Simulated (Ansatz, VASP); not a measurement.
This is a calculation of Ta3N for VASP 6.6.1.

The input INCAR:

```
SYSTEM = Ta3N
ALGO     = Normal         ! electronic algorithm
EDIFF    = 1E-6           ! SCF threshold, eV
ENCUT    = 520            ! plane-wave cutoff, eV
ISIF     = 2              ! what is computed and relaxed
ISMEAR   = -1             ! smearing method
LASPH    = .TRUE.         ! aspherical terms in the spheres
LCHARG   = .FALSE.        ! write CHGCAR
LREAL    = .FALSE.        ! projectors in reciprocal space
LWAVE    = .FALSE.        ! write WAVECAR
NBANDS   = 27             ! bands
NELM     = 60             ! most SCF steps
PREC     = Accurate       ! precision mode
SIGMA    = 0.05           ! smearing width, eV
```

KPOINTS

```
k-points
0
G
  10 10 4
  0 0 0
```

POSCAR

```
Ta3N
1.0
    2.9703244971      0.0000000000      0.0000000000
   -1.4851622486      2.5723764720      0.0000000000
    0.0000000000      0.0000000000      7.3705400853
Ta N
3 1
Direct
    0.6666666667      0.3333333333      0.8260700000
    0.3333333333      0.6666666667      0.1739300000
    0.0000000000      0.0000000000      0.5000000000
    0.0000000000      0.0000000000      0.0000000000
```

Potentials or basis: VASP PAW LDA potentials, release 64 (Ta_pv, N).

Command:

```sh
$ cat potpaw_LDA.64/Ta_pv/POTCAR potpaw_LDA.64/N/POTCAR > POTCAR
$ mpirun -np 1 vasp_std > vasp.out
```

**Question.** Set up the same calculation for Ansatz 0.2.0. Potentials there: Ansatz PAW.

**Answer.** As run (the cutoff follows the program's own potentials):

Contents of input.yaml:

```yaml
crystal:
  lattice:
    - [2.9703244971, 0.0, 0.0]
    - [-1.4851622486, 2.572376472, 0.0]
    - [0.0, 0.0, 7.3705400853]
  atoms:
    - { symbol: Ta, position: [0.6666666667, 0.3333333333, 0.82607] }
    - { symbol: Ta, position: [0.3333333333, 0.6666666667, 0.17393] }
    - { symbol: Ta, position: [0.0, 0.0, 0.5] }
    - { symbol: "N", position: [0.0, 0.0, 0.0] }
hamiltonian:
  xc: lda
  pseudopotentials: { kind: paw }
kpoints:
  mp_grid: { grid: [10, 10, 4] }
scf:
  occupations: { method: fermi_dirac, width: 0.05 }
output:
  forces: true
  stress: true
  eigenvalues: true
```

Potentials or basis: Ansatz PAW.

Launch:

```console
$ ansatz run input.yaml --threads 2 --pin off --max-ram 5632MiB --backend cpu --events-out ev --progress --plain --runs-dir out
```

Both were run:

|  | VASP | Ansatz | Ansatz less VASP |
| --- | --- | --- | --- |
| gap on the k mesh at the Fermi level (eV) | none | none | - |
| pressure (GPa) | 3.7 | 2.4 | -1.33 |
| traceless stress, the component that is largest in VASP (GPa) | 0.96 | 0.90 | -0.066 |
| rms of the force components (eV/Å) | 0.020 | 0.046 | +0.0267 |

LDA's correlation is that of Perdew and Zunger in VASP and of Perdew and Wang (1992) in Ansatz. Atom by atom the forces differ by 0.027 eV/Å (rms over components). A gap of «none» marks a metal or a gap that the smearing closes. VASP's potentials hold 38 valence electrons a cell and Ansatz's 44, so a difference there can come from the potentials and not from the codes.

Spin-orbit coupling is off throughout.
